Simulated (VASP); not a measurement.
Crystal: TiTe2.

```
Ti Te
1.0
     3.80521    0.00000    0.00000
    -1.90261    3.29541    0.00000
     0.00000    0.00000    7.17360
Ti Te
1 2
Direct
  0.00000 0.00000 0.00000
  0.66667 0.33333 0.24412
  0.33333 0.66667 0.75588
```

| Quantity | Value |
| --- | --- |
| Program | VASP 6.6.1 |
| Task | relaxation of shape and atoms at fixed volume |
| Functional | PBE |
| Potentials or basis | VASP PAW PBE potentials, release 64 (Ti_sv, Te) |
| Cutoff | 600 eV |
| k mesh | 12 × 12 × 8 |
| Occupations | gaussian, width 0.1 eV |
| Spin | no spin polarisation |

At the start: pressure -1.7 GPa; volume 29.99 Å³/atom.

Problem. Where does the relaxation end?

Solution. Over 7 steps the energy falls by 3.9 meV/atom; space group P-3m1 (No. 164, to 0.1 Å) before and after.

The path:
| step | energy change (eV) | largest force (eV/Å) | pressure (GPa) | volume (Å³) |
| --- | --- | --- | --- | --- |
| 1 | 0.0000 | 0.2438 | -1.71 | 89.96 |
| 2 | -0.0046 | 0.1476 | -1.34 | 89.96 |
| 3 | -0.0071 | 0.0208 | -0.86 | 89.96 |
| 4 | -0.0071 | 0.0068 | -0.82 | 89.96 |
| 5 | -0.0092 | 0.0026 | -0.65 | 89.96 |
| 6 | -0.0115 | 0.0065 | -0.31 | 89.96 |
| 7 | -0.0116 | 0.0082 | -0.23 | 89.96 |

Final structure:
```xyz
3
Lattice="3.7675 0.0000 0.0000 -1.8837 3.2627 0.0000 0.0000 0.0000 7.3181" Properties=species:S:1:pos:R:3 pbc="T T T"
Ti   -1.8837    3.2627    0.0000
Te    1.8837    1.0876    1.7370
Te    0.0000    2.1751    5.5811
```

Caveat: this functional lacks dispersion, which binds layers or chains, so the pressure and a relaxed spacing across them are unreliable.
